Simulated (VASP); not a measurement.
A run of VASP 6.6.1 is set up as follows.

Contents of INCAR:

```
PREC = Accurate
ENCUT = 520
EDIFF = 1E-7
ISMEAR = 0
SIGMA = 0.05
LREAL = False
LASPH = True
NELM = 80
ALGO = Normal
ISIF = 2
LWAVE = False
LCHARG = False
LDIPOL = True
IDIPOL = 3
DIPOL = 0.5 0.5 0.501
GGA = PE
NBANDS = 31
```

File KPOINTS:

```
regular mesh
0
Gamma
  7 7 1
```

POSCAR

```
AlP
1.0
    3.8544390600      0.0000000000      0.0000000000
    0.0000000000      3.8544390600      0.0000000000
    0.0000000000      0.0000000000     32.2647499880
P Al
5 5
Direct
    0.0000000000      0.5000000000      0.3099357659
    0.5000000000      0.0000000000      0.3944087568
    0.0000000000      0.5000000000      0.4788817476
    0.5000000000      0.0000000000      0.5653207307
    0.0000000000      0.5000000000      0.6517548470
    0.5000000000      0.5000000000      0.3521722613
    0.0000000000      0.0000000000      0.4366452522
    0.5000000000      0.5000000000      0.5216669192
    0.0000000000      0.0000000000      0.6077951658
    0.5000000000      0.5000000000      0.6960316164
```

Potentials or basis: VASP PAW PBE potentials, release 64 (P, Al).

Command:

```sh
$ cat potpaw_PBE.64/P/POTCAR potpaw_PBE.64/Al/POTCAR > POTCAR
$ mpirun -np 1 vasp_std > vasp.out
```

Q: Predict the band gap on the k mesh.

A: Zero (filled and empty bands overlap).

Q: Estimate the largest force.

A: 0.433 eV/Å.

Forces on the atoms (eV/Å):
```
P    0.000  0.000  0.070
P    0.000  0.000  0.312
P    0.000  0.000  0.367
P    0.000  0.000 -0.011
P    0.000  0.000 -0.030
Al   0.000  0.000 -0.433
Al   0.000  0.000 -0.304
Al   0.000  0.000  0.000
Al   0.000  0.000  0.015
Al   0.000  0.000  0.013
```
